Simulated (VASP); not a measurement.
C (a cell with a defect): single point with PBE+D3(BJ)

Crystal: C (a cell with a defect).

```
CELL_PARAMETERS angstrom
5.67096 0.00000 -3.40266
-2.86774 -4.92985 -3.35949
-2.86774 4.92985 -3.35949
ATOMIC_POSITIONS crystal
C 0.41623 0.04260 0.54114
C 0.65531 0.78248 0.53137
C 0.90673 0.53110 0.53140
C 0.41558 0.29138 0.28975
C 0.16685 0.29199 0.54113
C 0.66946 0.04493 0.29508
C 0.92357 0.79936 0.30413
C 0.41223 0.53825 0.03759
C 0.16916 0.54529 0.29511
C 0.66250 0.28801 0.03756
C 0.92489 0.05287 0.05461
C 0.41203 0.78772 0.78762
C 0.17716 0.80059 0.05459
C 0.64415 0.52001 0.77238
C 0.91195 0.28784 0.78765
C 0.18147 0.05720 0.79976
C 0.58017 0.95524 0.45602
C 0.82668 0.70243 0.45109
C 0.07950 0.45595 0.45604
C 0.58295 0.20896 0.20832
C 0.33378 0.20953 0.45913
C 0.84215 0.96870 0.22140
C 0.09294 0.71798 0.22144
C 0.57053 0.44634 0.94628
C 0.33314 0.45875 0.20835
C 0.83298 0.21004 0.95925
C 0.09120 0.96693 0.96187
C 0.56525 0.69305 0.69303
C 0.33434 0.70874 0.95923
C 0.81726 0.44112 0.69309
C 0.08848 0.21321 0.71172
C 0.33744 0.96426 0.71172
C 0.90657 0.78228 0.88561
```

```yaml
Program: VASP 6.6.1
Task: single point
Functional: PBE
Dispersion: D3(BJ)
Potentials_or_basis: VASP PAW PBE potentials, release 64 (C)
Cutoff: 520 eV
k_mesh: 2 × 2 × 2, shifted
Occupations: gaussian, width 0.02 eV
Spin: no spin polarisation
```

- Pressure: 2.6 GPa
- Largest force: 2.204 eV/Å
- Band gap on the k mesh: 0.27 eV
- Dispersion energy per atom: -0.157 eV

Forces in eV/Å, atoms in the order of the input:
```
C   -0.009 -0.016 -0.012
C   -0.056  0.083 -0.009
C   -0.045  0.088 -0.006
C    0.000  0.000  0.008
C    0.011 -0.002 -0.009
C   -0.040  0.038 -0.024
C   -0.051  0.100 -0.110
C   -0.007 -0.024 -0.009
C   -0.020  0.053 -0.025
C    0.023  0.002 -0.009
C   -0.102  0.120  0.212
C    0.014  0.046  0.129
C   -0.075  0.148  0.217
C    0.007  0.011  0.411
C   -0.050  0.013  0.130
C    0.091 -0.167 -0.083
C   -0.014  0.030 -0.008
C   -0.054  0.092 -0.105
C   -0.022  0.030 -0.006
C    0.011  0.010 -0.004
C    0.004 -0.022  0.001
C   -0.016  0.103 -0.048
C   -0.062  0.078 -0.040
C    0.038 -0.064  0.026
C   -0.006  0.000 -0.008
C   -0.025  0.001  0.144
C    0.045 -0.074  0.735
C   -0.050  0.081  0.220
C   -0.002  0.031  0.146
C   -0.049  0.083  0.221
C    0.046 -0.016 -0.045
C    0.002 -0.042 -0.044
C    0.461 -0.815 -1.996
```

Stress tensor (GPa, compression positive):
```
 1.50 -2.28  0.10
-2.28  4.11 -0.15
 0.10 -0.15  2.32
```

Levels at points of the mesh, in eV from the valence-band top:
```tsv
k point	band 64	band 65	band 66	band 67	band 68	band 69
(0.25, 0.25, 0.25)	-2.73	-1.73	0.00	0.63	0.95	1.81
```

Wall time 3.6 min on 1 thread of Intel(R) Xeon(R) Platinum 8259CL CPU @ 2.50GHz (Skylake/Cascade Lake), with other jobs on the host, peak memory 0.35 GiB.
